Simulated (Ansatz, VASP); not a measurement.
**One calculation of K2S, two programs**

The input POSCAR:

```
K2S
1.0
    0.0000000000      3.7027568507      3.7027568507
    3.7027568507      0.0000000000      3.7027568507
    3.7027568507      3.7027568507      0.0000000000
S K
1 2
Direct
    0.0000000000      0.0000000000      0.0000000000
    0.2500000000      0.2500000000      0.2500000000
    0.7500000000      0.7500000000      0.7500000000
```

Contents of INCAR.step1:

```
SYSTEM = K2S
ALGO = Normal ; EDIFF = 1E-5
ENCUT = 400 ; GGA = PE
GGA_COMPAT = .FALSE. ; ISIF = 2
ISMEAR = 0 ; LASPH = .TRUE.
LCHARG = .FALSE. ; LREAL = .FALSE.
LWAVE = .TRUE. ; NBANDS = 19
NELM = 120 ; PREC = Accurate
SIGMA = 0.01
```

INCAR.step2

```
SYSTEM = K2S
AEXX = 0.4 ; ALGO = Normal
EDIFF = 1E-6 ; ENCUT = 400
GGA = PE ; GGA_COMPAT = .FALSE.
HFSCREEN = 0.5 ; ISIF = 2
ISMEAR = 0 ; ISTART = 1
LASPH = .TRUE. ; LCHARG = .FALSE.
LHFCALC = .TRUE. ; LREAL = .FALSE.
LWAVE = .FALSE. ; NBANDS = 19
NELM = 120 ; PREC = Accurate
PRECFOCK = Normal ; SIGMA = 0.01
```

The input KPOINTS:

```
k-points
0
G
  4 4 4
  0 0 0
```

Input for Ansatz:

```yaml
crystal:
  lattice:
    - [0.0, 3.7027568507, 3.7027568507]
    - [3.7027568507, 0.0, 3.7027568507]
    - [3.7027568507, 3.7027568507, 0.0]
  atoms:
    - { symbol: S, position: [0.0, 0.0, 0.0] }
    - { symbol: K, position: [0.25, 0.25, 0.25] }
    - { symbol: K, position: [0.75, 0.75, 0.75] }
kpoints:
  mp_grid: { grid: [4, 4, 4] }
hamiltonian:
  xc: { exchange: pbe, correlation: pbe, exx: { coeff: 0.4, omega: 0.5 } }
scf:
  occupations: { method: fixed }
  n_extra_bands: 4
output:
  forces: true
  stress: true
  eigenvalues: true
```

Alike in both runs: task single point; functional PBE-based screened hybrid with a share of 0.4 of exact exchange and HFSCREEN = 0.5; k mesh 4 × 4 × 4; no spin polarisation.

```csv
,VASP,Ansatz
version,VASP 6.6.1,Ansatz 0.2.0
potentials or method,"VASP PAW PBE potentials, release 64 (S, K_sv)",plane waves
plane-wave cutoff (eV),400,420
occupations,"gaussian, width 0.01 eV",fixed
valence electrons in the cell,24,24
```

```csv
,VASP,Ansatz,Ansatz less VASP
gap on the k mesh at the Fermi level (eV),3.07,3.07,+0.004
pressure (GPa),0.1,0.1,-0.07
```

VASP's potentials were made for PBE, not for PBE-based screened hybrid. Ansatz's warnings: stress exchange threshold loose, stress scf threshold loose.
